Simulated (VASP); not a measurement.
# TiO2 (P4_2nm) in VASP: single point with PBE+U

Aim: the single point of TiO2 with PBE+U.

Program: VASP 6.6.1. These are calculated values, not measurements. Logs are shortened: lines on timing, memory, paths and dates and some standing lists are left out, and cuts for length are marked.

## Step 1: The cell of the first run

It takes space group P4_2nm (No. 102, tetragonal). Conventional cell: a = 4.640 Å, b = 4.640 Å, c = 3.006 Å, α = 90.00°, β = 90.00°, γ = 90.00°. Within 2.6 Å of Ti (site symmetry 2mm) lie 6 O at 1.94 to 2.01 Å. O (site symmetry m) has 3 Ti at 1.94 to 2.01 Å and 1 O at 2.55 Å within 2.6 Å.

## Step 2: Single point, PBE+U (atoms displaced along a vibrational mode)

Contents of INCAR:

```
ALGO = Normal
EDIFF = 1E-6
ENCUT = 520
GGA = PE
ISIF = 2
ISMEAR = 0
LASPH = True
LCHARG = False
LDAU = True
LDAUJ = 0 0
LDAUL = 2 -1
LDAUPRINT = 1
LDAUTYPE = 2
LDAUU = 4 0
LMAXMIX = 4
LREAL = False
LWAVE = False
NBANDS = 33
NELM = 150
PREC = Accurate
SIGMA = 0.05
```

Contents of KPOINTS:

```
k-points
0
Gamma
  6 6 10
```

Contents of POSCAR:

```
TiO2
1.0
    4.6403824120      0.0000000000      0.0000000000
    0.0000000000      4.6403824120      0.0000000000
    0.0000000000      0.0000000000      3.0063836717
Ti O
2 4
Direct
    0.0000000000      0.0000000000      0.0055588151
    0.5000000000      0.5000000000      0.5055588151
    0.3056475955      0.3056475955     -0.0083156386
    0.1943524045      0.8056475955      0.4916843614
    0.6943524045      0.6943524045     -0.0083156386
    0.8056475955      0.1943524045      0.4916843614
```

Potentials or basis: VASP PAW PBE potentials, release 64 (Ti_sv, O).

Run with:

```sh
> cat potpaw_PBE.64/Ti_sv/POTCAR potpaw_PBE.64/O/POTCAR > POTCAR
> mpirun -np 1 vasp_std > vasp.out
```

OUTCAR:

```text
EDIFF = 1E-6
   ENCUT = 520
   GGA = PE
   ISIF = 2
   ISMEAR = 0
   LASPH = True
   LREAL = False
   NELM = 150
   PREC = Accurate

 ion  position               nearest neighbor table
   1  0.000  0.000  0.006-   4 1.94   6 1.94   4 2.00   6 2.00   5 2.01   3 2.01
   2  0.500  0.500  0.506-   3 1.94   5 1.94   3 2.00   5 2.00   4 2.01   6 2.01
   3  0.306  0.306  0.992-   2 1.94   2 2.00   1 2.01
   4  0.194  0.806  0.492-   1 1.94   1 2.00   2 2.01
   5  0.694  0.694  0.992-   2 1.94   2 2.00   1 2.01
   6  0.806  0.194  0.492-   1 1.94   1 2.00   2 2.01

  LATTYP: Found a simple tetragonal cell.
 ALAT       =     4.6403824120
 C/A-ratio  =     0.6478741200

  Lattice vectors:

 A1 = (   4.6403824120,   0.0000000000,   0.0000000000)
 A2 = (   0.0000000000,   4.6403824120,   0.0000000000)
 A3 = (   0.0000000000,   0.0000000000,   3.0063836717)

Analysis of symmetry for initial positions (statically):
=====================================================================
 Subroutine PRICEL returns:
 Original cell was already a primitive cell.

 Routine SETGRP: Setting up the symmetry group for a
 simple tetragonal supercell.

 Subroutine GETGRP returns: Found  8 space group operations
 (whereof  4 operations were pure point group operations)
 out of a pool of 16 trial point group operations.

The static configuration has the point symmetry C_2v.
 The point group associated with its full space group is C_4v.

Analysis of symmetry for dynamics (positions and initial velocities):
=====================================================================
 Subroutine PRICEL returns:
 Original cell was already a primitive cell.

 Routine SETGRP: Setting up the symmetry group for a
 simple tetragonal supercell.

 Subroutine GETGRP returns: Found  8 space group operations
 (whereof  4 operations were pure point group operations)
 out of a pool of 16 trial point group operations.

The dynamic configuration has the point symmetry C_2v.
[... 194 lines left out ...]
  0.0000  0.0000 -0.0000  0.0000  0.0985

spin component  2

  0.1901  0.0000  0.0740  0.0000  0.0000
  0.0000  0.1825  0.0000  0.0853  0.0000
  0.0740  0.0000  0.1271  0.0000 -0.0000
  0.0000  0.0853  0.0000  0.1825  0.0000
  0.0000  0.0000 -0.0000  0.0000  0.0985

 occupancies and eigenvectors

  o =  0.0781  v = -0.5516  0.0000  0.8341  0.0000  0.0000  0.0000  0.0000  0.0000  0.0000  0.0000      0.0000  0.0000  0.0000  0.0000  0.0000  0.0000  0.0000  0.0000  0.0000  0.0000
  o =  0.0781  v =  0.0000  0.0000  0.0000  0.0000  0.0000 -0.5516  0.0000  0.8341  0.0000  0.0000      0.0000  0.0000  0.0000  0.0000  0.0000  0.0000  0.0000  0.0000  0.0000  0.0000
  o =  0.0971  v =  0.0000  0.7071  0.0000 -0.7071  0.0000  0.0000  0.0000  0.0000  0.0000  0.0000      0.0000  0.0000  0.0000  0.0000  0.0000  0.0000  0.0000  0.0000  0.0000  0.0000
  o =  0.0971  v =  0.0000  0.0000  0.0000  0.0000  0.0000  0.0000  0.7071  0.0000 -0.7071  0.0000      0.0000  0.0000  0.0000  0.0000  0.0000  0.0000  0.0000  0.0000  0.0000  0.0000
  o =  0.0985  v = -0.0000  0.0000  0.0000  0.0000 -1.0000  0.0000  0.0000  0.0000  0.0000  0.0000      0.0000  0.0000  0.0000  0.0000  0.0000  0.0000  0.0000  0.0000  0.0000  0.0000
  o =  0.0985  v =  0.0000  0.0000  0.0000  0.0000  0.0000 -0.0000  0.0000  0.0000  0.0000 -1.0000      0.0000  0.0000  0.0000  0.0000  0.0000  0.0000  0.0000  0.0000  0.0000  0.0000
  o =  0.2390  v = -0.8341  0.0000 -0.5516  0.0000  0.0000  0.0000  0.0000  0.0000  0.0000  0.0000      0.0000  0.0000  0.0000  0.0000  0.0000  0.0000  0.0000  0.0000  0.0000  0.0000
  o =  0.2390  v =  0.0000  0.0000  0.0000  0.0000  0.0000 -0.8341  0.0000 -0.5516  0.0000  0.0000      0.0000  0.0000  0.0000  0.0000  0.0000  0.0000  0.0000  0.0000  0.0000  0.0000
  o =  0.2678  v =  0.0000  0.0000  0.0000  0.0000  0.0000  0.0000  0.7071  0.0000  0.7071  0.0000      0.0000  0.0000  0.0000  0.0000  0.0000  0.0000  0.0000  0.0000  0.0000  0.0000
  o =  0.2678  v =  0.0000  0.7071  0.0000  0.7071  0.0000  0.0000  0.0000  0.0000  0.0000  0.0000      0.0000  0.0000  0.0000  0.0000  0.0000  0.0000  0.0000  0.0000  0.0000  0.0000

 number of electron      48.0000024 magnetization

 Free energy of the ion-electron system (eV)
  ---------------------------------------------------
  ext. energy  EPLUGINS =         0.00000000
  ---------------------------------------------------
  free energy    TOTEN  =       -48.43658704 eV

  energy without entropy =      -48.43658704  energy(sigma->0) =      -48.43658704

 E-fermi :   5.0314     XC(G=0): -11.2329

 val. band max:        4.7868267134   @ k =   0.0000   0.0000   0.0000
 cond. band min:       7.1334237703   @ k =   0.5000   0.5000   0.0000
 fundamental gap:      2.3465970569
 Fermi energy:         5.0313754840

 k-point     1 :       0.0000    0.0000    0.0000
  band No.  band energies     occupation
      1     -53.3092      2.00000
      2     -53.2959      2.00000
      3     -29.5323      2.00000
      4     -29.5323      2.00000
      5     -29.4023      2.00000
      6     -29.4023      2.00000
[... 853 lines left out ...]
     32       9.7828      0.00000
     33      10.9640      0.00000

 [... further k-points ...]

------------------------ aborting loop because EDIFF is reached ----------------------------------------

  FORCE on cell =-STRESS in cart. coord.  units (eV):
  Direction    XX          YY          ZZ          XY          YZ          ZX
  --------------------------------------------------------------------------------------
  -------------------------------------------------------------------------------------
  Total        1.6094058      1.6094058      1.9376068      0.0000000      0.0000000      0.0000000
  in kB       39.8312736     39.8312736     47.9539391      0.0000000      0.0000000      0.0000000
  external PRESSURE =      42.5388288 kB  Pullay stress =       0.0000000 kB

 VOLUME and BASIS-vectors are now :
 -----------------------------------------------------------------------------
  energy-cutoff  :      520.00
  volume of cell :       64.74
      direct lattice vectors                 reciprocal lattice vectors
     4.640382412  0.000000000  0.000000000     0.215499481  0.000000000  0.000000000
     0.000000000  4.640382412  0.000000000     0.000000000  0.215499481  0.000000000
     0.000000000  0.000000000  3.006383672     0.000000000  0.000000000  0.332625543

 POSITION                                       TOTAL-FORCE (eV/Angst)
 -----------------------------------------------------------------------------------
      0.00000      0.00000      0.01671        -0.000000      0.000000     -0.262454
      2.32019      2.32019      1.51990        -0.000000      0.000000     -0.262454
      1.41832      1.41832      2.98138        -0.122300     -0.122300      0.131227
      0.90187      3.73851      1.47819         0.122300     -0.122300      0.131227
      3.22206      3.22206      2.98138         0.122300      0.122300      0.131227
      3.73851      0.90187      1.47819        -0.122300      0.122300      0.131227
 -----------------------------------------------------------------------------------
    total drift:                               -0.000000      0.000000      0.000016

  FREE ENERGIE OF THE ION-ELECTRON SYSTEM (eV)
  ---------------------------------------------------
  free  energy   TOTEN  =       -48.4365870396 eV

  energy  without entropy=      -48.4365870396  energy(sigma->0) =      -48.43658704
```

OSZICAR:

```text
N       E                     dE             d eps       ncg     rms          rms(c)
DAV:   1     0.660624253667E+03    0.66062E+03   -0.23907E+04  3960   0.171E+03
DAV:   2     0.291799970107E+02   -0.63144E+03   -0.58512E+03  4334   0.513E+02
DAV:   3    -0.633631616954E+02   -0.92543E+02   -0.91087E+02  5387   0.189E+02
DAV:   4    -0.678830440688E+02   -0.45199E+01   -0.45082E+01  5721   0.400E+01
DAV:   5    -0.680633261210E+02   -0.18028E+00   -0.18026E+00  5288   0.640E+00    0.309E+01
DAV:   6    -0.480583546163E+02    0.20005E+02   -0.81322E+01  5365   0.889E+01    0.909E+00
DAV:   7    -0.485146057576E+02   -0.45625E+00   -0.11216E+01  4997   0.238E+01    0.739E+00
DAV:   8    -0.483922892584E+02    0.12232E+00   -0.66127E-01  5519   0.736E+00    0.411E+00
DAV:   9    -0.484460661687E+02   -0.53777E-01   -0.48818E-01  4875   0.516E+00    0.127E+00
DAV:  10    -0.484425337869E+02    0.35324E-02   -0.72373E-02  5392   0.206E+00    0.782E-01
DAV:  11    -0.484367929938E+02    0.57408E-02   -0.18673E-02  4845   0.179E+00    0.125E-01
DAV:  12    -0.484367779330E+02    0.15061E-04   -0.31714E-03  5418   0.516E-01    0.118E-01
DAV:  13    -0.484365919849E+02    0.18595E-03   -0.88580E-04  5365   0.237E-01    0.292E-02
DAV:  14    -0.484365898152E+02    0.21697E-05   -0.87215E-05  4986   0.998E-02    0.222E-02
DAV:  15    -0.484365870154E+02    0.27998E-05   -0.16187E-05  4661   0.428E-02    0.194E-03
DAV:  16    -0.484365870396E+02   -0.24237E-07   -0.96561E-07  2921   0.990E-03
   1 F= -.48436587E+02 E0= -.48436587E+02  d E =-.319934E-14
```

It took 2.5 min on 1 thread of Intel Xeon 8259CL, shared host; peak memory 0.24 GiB.

Results:

| Property | Result |
| --- | --- |
| Free energy | -48.4366 eV |
| Pressure | 4.3 GPa |
| Largest force | 0.262 eV/Å |
| Band gap on the k mesh | 2.35 eV |

Forces on the atoms (eV/Å):
```
Ti   0.000  0.000 -0.262
Ti   0.000  0.000 -0.262
O   -0.122 -0.122  0.131
O    0.122 -0.122  0.131
O    0.122  0.122  0.131
O   -0.122  0.122  0.131
```

Stress tensor (GPa, compression positive):
```
3.98 0.00 0.00
0.00 3.98 0.00
0.00 0.00 4.80
```

Eigenvalues of the final occupation matrices:
```
    site  spin  trace               eigenvalues
site 1 d     1   0.78  0.08 0.10 0.10 0.24 0.27
site 1 d     2   0.78  0.08 0.10 0.10 0.24 0.27
site 2 d     1   0.78  0.08 0.10 0.10 0.24 0.27
site 2 d     2   0.78  0.08 0.10 0.10 0.24 0.27
```

Caveat: the cell differs from its parent crystal (atoms displaced along a vibrational mode); the cell stands under pressure. A k mesh can miss the band edges.
